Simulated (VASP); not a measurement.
W: single point with PBE

Crystal: W.

```
W
1.0
    -1.54403    1.54403    1.56790
     1.54403   -1.54403    1.56790
     1.54403    1.54403   -1.56790
W
1
Direct
  0.00000 0.00000 0.00000
```

This cell differs from its parent crystal: strain -0.030 along x and y, -0.015 along z.

```
Program                : VASP 6.6.1
Task                   : single point
Functional             : PBE
Potentials or basis    : VASP PAW PBE potentials, release 64 (W_sv)
Cutoff                 : 520 eV
k mesh                 : 26 × 26 × 26
Occupations            : gaussian, width 0.15 eV
Spin                   : no spin polarisation
Dipole correction      : no
Further INCAR settings : ALGO = Fast; EDIFF = 1e-07; NBANDS = 13
```

| Item | Value |
| --- | --- |
| Pressure | 27.9 GPa |
| Band gap on the k mesh | zero (bands 7 and 8 overlap by 6.76 eV) |

Stress tensor (GPa, compression positive):
```
29.86  0.00  0.00
 0.00 29.86  0.00
 0.00  0.00 24.05
```

Levels at points of the mesh, in eV from the Fermi level:
```
           k point  band 5  band 6  band 7  band 8  band 9  band 10
(0.00, 0.00, 0.00)   -9.98   -1.43   -1.43   -1.21    2.22     2.52
(0.50, 0.00, 0.00)   -6.69   -3.81    0.84    2.19    3.34     6.65
(0.50, 0.50, 0.00)   -6.70   -4.04    0.97    2.51    3.47     6.70
(0.50, 0.50, 0.50)   -6.37   -6.32    5.53    5.60    5.60     8.44
```

Wall time 110 s on 1 thread of Intel(R) Xeon(R) 6975P-C (Granite Rapids), with other jobs on the host, peak memory 0.34 GiB.

Caveat: the cell differs from its parent crystal (strain -0.030 along x and y, -0.015 along z); the cell stands under pressure; spin-orbit coupling is left out, which moves the levels of the heavy elements.
